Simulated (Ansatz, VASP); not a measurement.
## Two plane-wave programs on Ta2N

```xyz
3
Lattice="3.0618 0.0000 0.0000 -1.5309 2.6516 0.0000 0.0000 0.0000 4.8987" Properties=species:S:1:pos:R:3 pbc="T T T"
Ta    1.5309    0.8839    3.6578
Ta    0.0000    1.7678    1.2409
N     0.0000    0.0000    0.0000
```

Change from the starting cell: engineering shear strain xy +0.0000, normal strain along z +0.0233.

Alike in both runs: task single point; functional LDA; k mesh 15 × 15 × 8; occupations gaussian, width 0.15 eV; no spin polarisation.

```csv
,VASP,Ansatz
version,VASP 6.6.1,Ansatz 0.2.0
potentials or method,"VASP PAW LDA potentials, release 64 (Ta_pv, N), cutoff 520 eV","scalar-relativistic, plane waves, PAW"
valence electrons in the cell,27,31
```

```tsv
	VASP	Ansatz	Ansatz less VASP
gap on the k mesh at the Fermi level (eV)	none	none	-
pressure (GPa)	-5.5	-6.9	-1.44
traceless stress, the component that is largest in VASP (GPa)	-3.41	-3.29	+0.118
rms of the force components (eV/Å)	0.032	0.009	-0.0225
```

Ansatz warns that its potentials were made for another functional, while VASP's fit it. LDA's correlation is that of Perdew and Zunger in VASP and of Perdew and Wang (1992) in Ansatz. Atom by atom the forces differ by 0.022 eV/Å (rms over components). A gap of «none» marks a metal or a gap that the smearing closes. VASP's potentials hold 27 valence electrons a cell and Ansatz's 31, so a difference there can come from the potentials and not from the codes.

Spin-orbit coupling is off throughout.
